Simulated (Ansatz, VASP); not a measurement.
**Two plane-wave programs on CuF**

File POSCAR:

```
CuF
1.0
    2.7897758173      0.0000000000      0.0000000000
   -1.3948879087      2.4160167287      0.0000000000
    0.0000000000      0.0000000000      6.7211226191
Cu F
2 2
Direct
    0.3333333333      0.6666666667      0.0459865616
    0.6666666667      0.3333333333      0.5459865616
    0.3333333333      0.6666666667      0.3290134384
    0.6666666667      0.3333333333      0.8290134384
```

INCAR.step1

```
PREC = Accurate
ENCUT = 520
EDIFF = 1E-5
ISMEAR = -1
SIGMA = 0.02
LREAL = False
LASPH = True
NELM = 60
ALGO = Normal
ISIF = 2
LWAVE = True
LCHARG = False
NBANDS = 26
GGA = PE
```

File INCAR.step2:

```
PREC = Accurate
ENCUT = 520
EDIFF = 1E-7
ISMEAR = -1
SIGMA = 0.02
LREAL = False
LASPH = True
NELM = 60
ALGO = Normal
ISIF = 2
LWAVE = False
LCHARG = False
GGA = PE
LHFCALC = True
HFSCREEN = 0.2079
PRECFOCK = Normal
NBANDS = 26
ISTART = 1
```

Contents of KPOINTS:

```
Automatic mesh
0
Gamma
  4 4 4
```

Input for Ansatz:

```yaml
crystal:
  lattice:
    - [2.7897758173, 0.0, 0.0]
    - [-1.3948879087, 2.4160167287, 0.0]
    - [0.0, 0.0, 6.7211226191]
  atoms:
    - { symbol: Cu, position: [0.3333333333, 0.6666666667, 0.0459865616] }
    - { symbol: Cu, position: [0.6666666667, 0.3333333333, 0.5459865616] }
    - { symbol: F, position: [0.3333333333, 0.6666666667, 0.3290134384] }
    - { symbol: F, position: [0.6666666667, 0.3333333333, 0.8290134384] }
kpoints:
  mp_grid: { grid: [4, 4, 4] }
hamiltonian:
  xc: hse06
scf:
  occupations: { method: fermi_dirac, width: 0.02 }
  n_extra_bands: 5
output:
  forces: true
  stress: true
  eigenvalues: true
```

Alike in both runs: task single point; functional HSE06; k mesh 4 × 4 × 4; occupations fermi-dirac, width 0.02 eV; no spin polarisation.

|  | VASP | Ansatz |
| --- | --- | --- |
| version | VASP 6.6.1 | Ansatz 0.2.0 |
| potentials or method | VASP PAW PBE potentials, release 64 (Cu, F) | plane waves |
| plane-wave cutoff (eV) | 520 | 420 |
| valence electrons in the cell | 36 | 52 |

```csv
,VASP,Ansatz,Ansatz less VASP
gap on the k mesh at the Fermi level (eV),1.63,1.66,+0.022
pressure (GPa),4.0,3.7,-0.31
"traceless stress, the component that is largest in VASP (GPa)",-2.05,-3.14,-1.087
rms of the force components (eV/Å),0.060,0.039,-0.0204
```

Atom by atom the forces differ by 0.020 eV/Å (rms over components). VASP's potentials hold 36 valence electrons a cell and Ansatz's 52, so a difference there can come from the potentials and not from the codes. Ansatz's warnings: stress exchange threshold loose, stress scf threshold loose.

The k mesh is coarse, so the values compare programs but aren't converged.
